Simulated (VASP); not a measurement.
A run of VASP 6.6.1 is set up as follows.

The input INCAR:

```
  PREC = Accurate
  ENCUT = 520
  EDIFF = 1E-6
  ISMEAR = 0
  SIGMA = 0.1
  LREAL = F
  LASPH = T
  NELM = 60
  ALGO = Fast
  ISIF = 2
  LWAVE = F
  LCHARG = F
  GGA = PE
  NBANDS = 16
```

Contents of KPOINTS:

```
regular mesh
0
Gamma
  9 9 9
```

The input POSCAR:

```
AlRu
1.0
    2.9916000000      0.0000000000      0.0000000000
    0.0000000000      2.9916000000      0.0000000000
    0.0000000000      0.0000000000      2.9916000000
Ru Al
1 1
Direct
    0.5000000000      0.5000000000      0.5000000000
    0.0000000000      0.0000000000      0.0000000000
```

Potentials or basis: VASP PAW PBE potentials, release 64 (Ru_pv, Al).

Launch:

```bash
$ cat potpaw_PBE.64/Ru_pv/POTCAR potpaw_PBE.64/Al/POTCAR > POTCAR
$ mpirun -np 1 vasp_std > vasp.out
```

Problem. Predict the pressure.

Solution. 2.4 GPa.
